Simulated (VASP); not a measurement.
Write the native input for VASP 6.6.1 that does the following.

- Task: electric field gradients
- Functional: PBEsol
- Potentials or basis: VASP PAW PBE potentials, release 64 (K_sv, Cl)
- Cutoff: 400 eV
- k mesh: 7 × 7 × 7
- Occupations: fermi-dirac, width 0.02 eV
- Spin: no spin polarisation
- Dipole correction: no
- Further INCAR settings: ALGO = Normal; EDIFF = 1e-08; NBANDS = 15

The structure of KCl lies in POSCAR:

```
KCl
1.0
    3.6818212735      0.0000000000      0.0000000000
    0.0000000000      3.6818212735      0.0000000000
    0.0000000000      0.0000000000      3.6818212735
K Cl
1 1
Direct
    0.0000000000      0.0000000000      0.0000000000
    0.5000000000      0.5000000000      0.5000000000
```

This cell differs from its parent crystal: volume scaled by 1.04.

One way to write it, as run:

INCAR

```
PREC = Accurate ; ENCUT = 400
EDIFF = 1E-8 ; ISMEAR = -1
SIGMA = 0.02 ; LREAL = F
LASPH = T ; NELM = 120
ALGO = Normal ; ISIF = 2
LWAVE = F ; LCHARG = F
GGA = PS ; LEFG = T
NBANDS = 15 ; GGA_COMPAT = F
```

KPOINTS

```
regular mesh
0
Gamma
  7 7 7
```

Potentials or basis: VASP PAW PBE potentials, release 64 (K_sv, Cl).

Run with:

```console
$ cat potpaw_PBE.64/K_sv/POTCAR potpaw_PBE.64/Cl/POTCAR > POTCAR
$ mpirun -np 1 vasp_std > vasp.out
```

Results of the run:

```yaml
Pressure: 1.2 GPa
Band_gap_on_the_k_mesh: 5.19 eV, indirect (least direct gap 5.40 eV)
```

Caveat: without QUAD_EFG the Cq values of the log hold for a quadrupole moment of 1 mb, not for the nuclei; the PAW data sets were made with another functional, which shifts forces and pressure a little.

It took 9.5 s on 1 thread of Intel(R) Xeon(R) Platinum 8259CL CPU @ 2.50GHz (Skylake/Cascade Lake), with other jobs on the host, peak memory 0.14 GiB.
